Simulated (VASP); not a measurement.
CoSi2 (MoSi2 type), 3 atoms in the cell. Symmetry: I4/mmm, No. 139, tetragonal system. The conventional cell has a = 3.201 Å, b = 3.201 Å, c = 7.047 Å, α = 90.00°, β = 90.00°, γ = 90.00°. Co (site symmetry 4/mmm) has 10 Si at 2.36 to 2.55 Å and 4 Co at 3.20 Å within 3.3 Å. Si (site symmetry 4mm) has 9 Si at 2.33 to 3.20 Å and 5 Co at 2.36 to 2.55 Å within 3.3 Å. 

| Quantity | Value |
| --- | --- |
| Program | VASP 6.6.1 |
| Task | relaxation of cell and atoms |
| Functional | PBE |
| Potentials or basis | VASP PAW PBE potentials, release 64 (Co, Si) |
| Cutoff | 600 eV |
| k mesh | 15 × 15 × 15 |
| Occupations | fermi-dirac, width 0.1 eV |
| Spin | no spin polarisation |
| Target pressure | 0.083 GPa |
| Dipole correction | no |
| Further INCAR settings | ALGO = Normal; EDIFF = 1e-07; IBRION = 2; EDIFFG = -0.005; NSW = 32; ISIF = 3 |

Potentials or basis: VASP PAW PBE potentials, release 64 (Co, Si).

Launch:

```bash
$ cat potpaw_PBE.64/Co/POTCAR potpaw_PBE.64/Si/POTCAR > POTCAR
$ mpirun -np 1 vasp_std > vasp.out
```

Hardware: 1 thread of Intel(R) Xeon(R) Platinum 8259CL CPU @ 2.50GHz (Skylake/Cascade Lake), on a shared host.

**Question.** How long does it take, and how much memory?

**Answer.** Wall time 7.9 min on 1 thread of Intel(R) Xeon(R) Platinum 8259CL CPU @ 2.50GHz (Skylake/Cascade Lake) (shared host), peak memory 0.33 GiB. Counts: scf iterations 36, k points 288, ion steps 5.
